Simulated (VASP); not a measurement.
Input of a VASP 6.6.1 run:

The input INCAR:

```
SYSTEM = Ag
  ALGO = Normal
  EDIFF = 1E-6
  ENCUT = 520
  GGA = PE
  ISIF = 2
  ISMEAR = 0
  LASPH = .True.
  LCHARG = .True.
  LELF = .True.
  LREAL = .False.
  LVHAR = .True.
  LWAVE = .False.
  NBANDS = 18
  NELM = 100
  PREC = Accurate
  SIGMA = 0.05
```

The input KPOINTS:

```
k-points
0
Gamma
  15 15 8
  0 0 0
```

Contents of POSCAR:

```
Ag
1.0
    2.9300000000      0.0000000000      0.0000000000
   -1.4650000000      2.5374544331      0.0000000000
    0.0000000000      0.0000000000      4.7900000000
Ag
2
Direct
    0.3333333333      0.6666666667      0.2500000000
    0.6666666667      0.3333333333      0.7500000000
```

Potentials or basis: VASP PAW PBE potentials, release 64 (Ag).

Launch:

```console
$ cat potpaw_PBE.64/Ag/POTCAR > POTCAR
$ mpirun -np 1 vasp_std > vasp.out
```

Problem. Estimate the band gap on the k mesh.

Solution. Zero (band 11 reaches 11.83 eV, above the bottom of band 12 at 4.46 eV).

Problem. Estimate the pressure.

Solution. 0.1 GPa.

Stress tensor (GPa, compression positive):
```
-0.37  0.00  0.00
 0.00 -0.37  0.00
 0.00  0.00  1.06
```
